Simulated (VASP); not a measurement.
# FeO (Fm-3m) in VASP: notebook

FeO is run at these levels: PBE; tasks: single point.

Everything below comes from runs of VASP 6.6.1. Logs are shortened: lines on timing, memory, paths and dates and some standing lists are left out, and cuts for length are marked.

**The experiment to reproduce.**

“W\"ustite: Electric, thermodynamic and optical properties of FeO”, 2012, arxiv:1203.1201 quotes, for a bulk crystal of FeO: band gap 2.4 eV (optical).

How close the calculation comes is told below.

## (1) The cell of the first run

Symmetry: Fm-3m, No. 225, cubic system. Conventional cell: a = 4.253 Å, b = 4.253 Å, c = 4.253 Å, α = 90.00°, β = 90.00°, γ = 90.00°. Fe (site symmetry m-3m) has 6 O at 2.13 Å within 2.8 Å. Within 2.8 Å of O (site symmetry m-3m) lie 6 Fe at 2.13 Å.

## (2) Single point, PBE, collinear spin, ferromagnetic start

INCAR

```
SYSTEM = FeO
PREC = Accurate ; ENCUT = 520
EDIFF = 1E-6 ; ISMEAR = -1
SIGMA = 0.05 ; LREAL = .FALSE.
LASPH = .TRUE. ; NELM = 150
ALGO = Normal ; ISIF = 2
LWAVE = .FALSE. ; LCHARG = .FALSE.
ISPIN = 2 ; MAGMOM = 3 0
LORBIT = 11 ; LMAXMIX = 4
GGA = PE ; NBANDS = 18
```

KPOINTS

```
regular mesh
0
G
  11 11 11
  0 0 0
```

POSCAR

```
FeO
1.0
    0.0000000000      2.1262695598      2.1262695598
    2.1262695598      0.0000000000      2.1262695598
    2.1262695598      2.1262695598      0.0000000000
Fe O
1 1
Direct
    0.0000000000      0.0000000000      0.0000000000
    0.5000000000      0.5000000000      0.5000000000
```

Potentials or basis: VASP PAW PBE potentials, release 64 (Fe, O).

The run is started by

```
> cat potpaw_PBE.64/Fe/POTCAR potpaw_PBE.64/O/POTCAR > POTCAR
> mpirun -np 1 vasp_std > vasp.out
```

OUTCAR:

```text
SYSTEM = FeO
   PREC = Accurate
   ENCUT = 520
   EDIFF = 1E-6
   ISMEAR = -1
   LREAL = .FALSE.
   LASPH = .TRUE.
   NELM = 150
   ISIF = 2
   ISPIN = 2
   LORBIT = 11
   GGA = PE

 ion  position               nearest neighbor table
   1  0.000  0.000  0.000-   2 2.13   2 2.13   2 2.13   2 2.13   2 2.13   2 2.13
   2  0.500  0.500  0.500-   1 2.13   1 2.13   1 2.13   1 2.13   1 2.13   1 2.13

  LATTYP: Found a face centered cubic cell.
 ALAT       =     4.2525391196

  Lattice vectors:

 A1 = (   0.0000000000,   2.1262695598,   2.1262695598)
 A2 = (   2.1262695598,   0.0000000000,   2.1262695598)
 A3 = (   2.1262695598,   2.1262695598,   0.0000000000)

Analysis of symmetry for initial positions (statically):
=====================================================================
 Subroutine PRICEL returns:
 Original cell was already a primitive cell.

 Routine SETGRP: Setting up the symmetry group for a
 face centered cubic supercell.

 Subroutine GETGRP returns: Found 48 space group operations
 (whereof 48 operations were pure point group operations)
 out of a pool of 48 trial point group operations.

The static configuration has the point symmetry O_h .

Analysis of symmetry for dynamics (positions and initial velocities):
=====================================================================
 Subroutine PRICEL returns:
 Original cell was already a primitive cell.

 Routine SETGRP: Setting up the symmetry group for a
 face centered cubic supercell.

 Subroutine GETGRP returns: Found 48 space group operations
 (whereof 48 operations were pure point group operations)
 out of a pool of 48 trial point group operations.

The dynamic configuration has the point symmetry O_h .

Analysis of structural, dynamic, and magnetic symmetry:
=====================================================================
 Subroutine PRICEL returns:
 Original cell was already a primitive cell.

 Routine SETGRP: Setting up the symmetry group for a
 face centered cubic supercell.

 Subroutine GETGRP returns: Found 48 space group operations
 (whereof 48 operations were pure point group operations)
 out of a pool of 48 trial point group operations.

The overall configuration has the point symmetry O_h .

 Subroutine INISYM returns: Found 48 space group operations
 (whereof 48 operations are pure point group operations),
 and found     1 'primitive' translations

[... 115 lines left out ...]
  volume/ion in A,a.u.               =       9.61        64.87
  Fermi-wavevector in a.u.,A,eV,Ry     =   1.472841  2.783266 29.514581  2.169261
  Thomas-Fermi vector in A             =   2.587807
   LORBIT       =     11    0 simple, 1 ext, 2 COOP (PROOUT), +10 PAW based schemes
   GGA     = PE    functional components
   LHFCALC =     F    Hartree Fock is set to
   AEXX    =    0.0000 exact exchange contribution
   IVDW    =     0    specifies the selected vdW correction
   LEPSILON=     F    determine dielectric tensor
   LRPA    =     F    only Hartree local field effects (RPA)
 spin polarized calculation
  energy-cutoff  :      520.00
  volume of cell :       19.23
 maximum number of plane-waves:       532
   NGX = 11   NGY = 11   NGZ = 11

 number of electron      13.9999998 magnetization       3.9991387

 Free energy of the ion-electron system (eV)
  ---------------------------------------------------
  ext. energy  EPLUGINS =         0.00000000
  ---------------------------------------------------
  free energy    TOTEN  =       -14.91538793 eV

  energy without entropy =      -14.90415944  energy(sigma->0) =      -14.90977369

 E-fermi :   6.6494     XC(G=0): -12.3911

 val. band max:        6.6442671522   @ k =  -0.2727   0.3636   0.0909
 cond. band min:       6.6498711783   @ k =  -0.3636   0.2727   0.0909
 fundamental gap:      0.0056040261
 Fermi energy:         6.6493627906

 spin component 1

 k-point     1 :       0.0000    0.0000    0.0000
  band No.  band energies     occupation
      1     -14.4103      1.00000
      2       2.7100      1.00000
      3       2.7100      1.00000
      4       2.7100      1.00000
      5       2.7351      1.00000
      6       2.7351      1.00000
[... 493 lines left out ...]
     17      33.8647      0.00000
     18      35.5972      0.00000

 [... further k-points ...]

 spin component 2

 k-point     1 :       0.0000    0.0000    0.0000
  band No.  band energies     occupation
      1     -13.8626      1.00000
      2       3.2876      1.00000
      3       3.2876      1.00000
      4       3.2876      1.00000
      5       5.8610      1.00000
      6       5.8612      1.00000
[... 493 lines left out ...]
     17      34.6651      0.00000
     18      36.3823      0.00000

 [... further k-points ...]

------------------------ aborting loop because EDIFF is reached ----------------------------------------

  FORCE on cell =-STRESS in cart. coord.  units (eV):
  Direction    XX          YY          ZZ          XY          YZ          ZX
  --------------------------------------------------------------------------------------
  -------------------------------------------------------------------------------------
  Total        0.9869719      0.9869719      0.9869719     -0.0000000      0.0000000     -0.0000000
  in kB       82.2489594     82.2489594     82.2489594     -0.0000000      0.0000000     -0.0000000
  external PRESSURE =      82.2489594 kB  Pullay stress =       0.0000000 kB

 VOLUME and BASIS-vectors are now :
 -----------------------------------------------------------------------------
  energy-cutoff  :      520.00
  volume of cell :       19.23
      direct lattice vectors                 reciprocal lattice vectors
     0.000000000  2.126269560  2.126269560    -0.235153627  0.235153627  0.235153627
     2.126269560  0.000000000  2.126269560     0.235153627 -0.235153627  0.235153627
     2.126269560  2.126269560  0.000000000     0.235153627  0.235153627 -0.235153627

 POSITION                                       TOTAL-FORCE (eV/Angst)
 -----------------------------------------------------------------------------------
      0.00000      0.00000      0.00000         0.000000      0.000000     -0.000000
      2.12627      2.12627      2.12627        -0.000000      0.000000      0.000000
 -----------------------------------------------------------------------------------
    total drift:                                0.000000     -0.000000      0.000000

  FREE ENERGIE OF THE ION-ELECTRON SYSTEM (eV)
  ---------------------------------------------------
  free  energy   TOTEN  =       -14.9153879342 eV

  energy  without entropy=      -14.9041594435  energy(sigma->0) =      -14.90977369

 total charge

# of ion       s       p       d       tot
------------------------------------------
    1        0.299   0.387   6.116   6.802
    2        1.557   3.460   0.000   5.017
--------------------------------------------------
tot          1.856   3.847   6.116  11.819

 magnetization (x)

# of ion       s       p       d       tot
------------------------------------------
    1        0.027   0.022   3.563   3.612
    2        0.032   0.278   0.000   0.310
--------------------------------------------------
tot          0.059   0.300   3.563   3.922
```

OSZICAR:

```text
N       E                     dE             d eps       ncg     rms          rms(c)
DAV:   1     0.689832623921E+02    0.68983E+02   -0.67489E+03  4320   0.920E+02
DAV:   2    -0.128035536763E+02   -0.81787E+02   -0.70350E+02  4168   0.205E+02
DAV:   3    -0.172440704987E+02   -0.44405E+01   -0.42684E+01  4634   0.513E+01
DAV:   4    -0.172755333137E+02   -0.31463E-01   -0.31446E-01  4848   0.414E+00
DAV:   5    -0.172757307398E+02   -0.19743E-03   -0.19742E-03  4746   0.340E-01    0.178E+01
DAV:   6    -0.155088835313E+02    0.17668E+01   -0.13989E+01  5346   0.548E+01    0.195E+01
DAV:   7    -0.149444123788E+02    0.56447E+00   -0.26738E+00  5240   0.318E+01    0.992E+00
DAV:   8    -0.149338901744E+02    0.10522E-01   -0.14492E-01  5074   0.421E+00    0.560E+00
DAV:   9    -0.149163421077E+02    0.17548E-01   -0.67435E-02  6372   0.402E+00    0.118E+00
DAV:  10    -0.149146891526E+02    0.16530E-02   -0.19657E-02  5442   0.287E+00    0.251E-01
DAV:  11    -0.149153582533E+02   -0.66910E-03   -0.23705E-03  5008   0.428E-01    0.621E-02
DAV:  12    -0.149153715509E+02   -0.13298E-04   -0.40923E-05  4744   0.637E-02    0.415E-02
DAV:  13    -0.149153855278E+02   -0.13977E-04   -0.10936E-05  5400   0.386E-02    0.161E-02
DAV:  14    -0.149153883347E+02   -0.28069E-05   -0.31319E-06  4936   0.205E-02    0.751E-03
DAV:  15    -0.149153879342E+02    0.40048E-06   -0.38834E-07  2352   0.955E-03
   1 F= -.14915388E+02 E0= -.14909774E+02  d E =-.112285E-01  mag=     3.9993
```

Wall time 38 s (1 thread of Intel Xeon Platinum 8259CL at 2.50GHz (Skylake/Cascade Lake), shared host); peak memory 0.17 GiB.

Results:

```
Free energy                                           : -14.9154 eV
Pressure                                              : 8.2 GPa
Band gap on the k mesh                                : zero (filled and empty bands overlap)
Net moment                                            : 4.00 μB per cell
Site moments                                          : Fe +3.61; O +0.31 μB
Valence electrons inside the program's atomic spheres : Fe 6.80; O 5.02
```

Caveat: a cell with one magnetic atom can't hold antiferromagnetic order, which such compounds often take; semilocal functionals often make such compounds metallic where correlation or magnetic order opens a gap, which also shifts bond lengths.

## (3) Single point, PBE, collinear spin, ferromagnetic start

This run uses another cell than the first one, of 9.81 Å³/atom, 1.021 times its volume.

INCAR

```
SYSTEM = FeO
  ALGO = Normal
  EDIFF = 1E-6
  ENCUT = 520
  GGA = PE
  ISIF = 2
  ISMEAR = -1
  ISPIN = 2
  LASPH = .TRUE.
  LCHARG = .FALSE.
  LMAXMIX = 4
  LORBIT = 11
  LREAL = .FALSE.
  LWAVE = .FALSE.
  MAGMOM = 3 0
  NBANDS = 18
  NELM = 150
  PREC = Accurate
  SIGMA = 0.05
```

KPOINTS

```
k-points
0
G
  11 11 11
  0 0 0
```

POSCAR

```
FeO
1.0
    0.0000000000      2.1409339512      2.1409339512
    2.1409339512      0.0000000000      2.1409339512
    2.1409339512      2.1409339512      0.0000000000
Fe O
1 1
Direct
    0.0000000000      0.0000000000      0.0000000000
    0.5000000000      0.5000000000      0.5000000000
```

Potentials or basis: VASP PAW PBE potentials, release 64 (Fe, O).

The run is started by

```
> cat potpaw_PBE.64/Fe/POTCAR potpaw_PBE.64/O/POTCAR > POTCAR
> mpirun -np 1 vasp_std > vasp.out
```

Run time: 44 s. Hardware: 1 thread of Intel Xeon Platinum 8259CL at 2.50GHz (Skylake/Cascade Lake), shared host; peak memory 0.16 GiB.

Results (log left out):

```
Free energy                                           : -14.9309 eV
Pressure                                              : 3.8 GPa
Band gap on the k mesh                                : zero (filled and empty bands overlap)
Net moment                                            : 4.00 μB per cell
Site moments                                          : Fe +3.62; O +0.31 μB
Valence electrons inside the program's atomic spheres : Fe 6.76; O 5.00
```

Levels at points of the mesh, in eV from the Fermi level:
Spin up:
```csv
k point,band 5,band 6,band 7,band 8,band 9,band 10,band 11,band 12,band 13,band 14
"(0.00, 0.00, 0.00)",-3.87,-3.87,-3.87,-3.68,-3.68,0.20,15.54,17.21,17.21,17.21
```
Spin down:
| k point | band 3 | band 4 | band 5 | band 6 | band 7 | band 8 |
| --- | --- | --- | --- | --- | --- | --- |
| (0.00, 0.00, 0.00) | -3.30 | -3.30 | -0.76 | -0.76 | -0.76 | 0.19 |

Caveat: a cell with one magnetic atom can't hold antiferromagnetic order, which such compounds often take; semilocal functionals often make such compounds metallic where correlation or magnetic order opens a gap, which also shifts bond lengths.

## (4) Single point, PBE, collinear spin, ferromagnetic start

This run uses another cell than the first one, of 10.01 Å³/atom, 1.042 times its volume.

INCAR is that of step 3.

KPOINTS is that of step 3.

POSCAR

```
FeO
1.0
    0.0000000000      2.1554001600      2.1554001600
    2.1554001600      0.0000000000      2.1554001600
    2.1554001600      2.1554001600      0.0000000000
Fe O
1 1
Direct
    0.0000000000      0.0000000000      0.0000000000
    0.5000000000      0.5000000000      0.5000000000
```

The run is started by

```
> cat potpaw_PBE.64/Fe/POTCAR potpaw_PBE.64/O/POTCAR > POTCAR
> mpirun -np 1 vasp_std > vasp.out
```

Run time: 40 s. Hardware: 1 thread of Intel Xeon Platinum 8259CL at 2.50GHz (Skylake/Cascade Lake), shared host; peak memory 0.17 GiB.

Results (log left out):

```yaml
Free_energy: -14.9359 eV
Pressure: -0.2 GPa
Band_gap_on_the_k_mesh: zero (filled and empty bands overlap)
Net_moment: 4.00 μB per cell
Site_moments: Fe +3.62; O +0.30 μB
Valence_electrons_inside_the_program's_atomic_spheres: Fe 6.73; O 4.99
```

Levels at points of the mesh, in eV from the Fermi level:
Spin up:
```tsv
k point	band 7	band 8	band 9	band 10	band 11	band 12
(0.00, 0.00, 0.00)	-3.80	-3.67	-3.67	0.09	15.47	17.03
```
Spin down:
```csv
k point,band 1,band 2,band 3,band 4,band 5,band 6,band 7,band 8,band 9,band 10
"(0.00, 0.00, 0.00)",-20.19,-3.24,-3.24,-3.24,-0.73,-0.73,-0.73,0.20,0.20,0.89
```

Caveat: a cell with one magnetic atom can't hold antiferromagnetic order, which such compounds often take; semilocal functionals often make such compounds metallic where correlation or magnetic order opens a gap, which also shifts bond lengths.

## (5) Overview

```tsv
cell	gap on the mesh (eV)	pressure (GPa)	moment (μB)
a = 3.007 Å, angles 60.0°, 2 atoms	none	8.2	4.00
a = 3.028 Å, angles 60.0°, 2 atoms	none	3.8	4.00
a = 3.048 Å, angles 60.0°, 2 atoms	none	-0.2	4.00
```

Alike in all rows: task single point; level PBE; potentials or basis VASP PAW PBE potentials, release 64 (Fe, O); spin collinear, ferromagnetic start; k mesh 11 × 11 × 11; cutoff (eV) 520; smearing fermi-dirac 0.05 eV.

Caveats: a cell with one magnetic atom can't hold antiferromagnetic order, which such compounds often take; semilocal functionals often make such compounds metallic where correlation or magnetic order opens a gap, which also shifts bond lengths.

Total energies depend on the potentials used, so only differences within one code and one set of settings carry meaning.

## (6) How close it comes

Step 4. A measured gap of FeO is 2.4 eV (optical; quoted in “W\"ustite: Electric, thermodynamic and optical properties of FeO”, 2012, arxiv:1203.1201); the calculated 0.00 eV misses it by -2.40 eV. So large a miss can be the level of theory's own, or it may mean another phase, state or a wrong row. The value is that of PBE on a finite k mesh, which can miss the band edges, without temperature or zero-point motion. Semilocal functionals fall short of measured gaps as a rule. The run's magnetic order (collinear spin, ferromagnetic start) needn't be the measured crystal's.
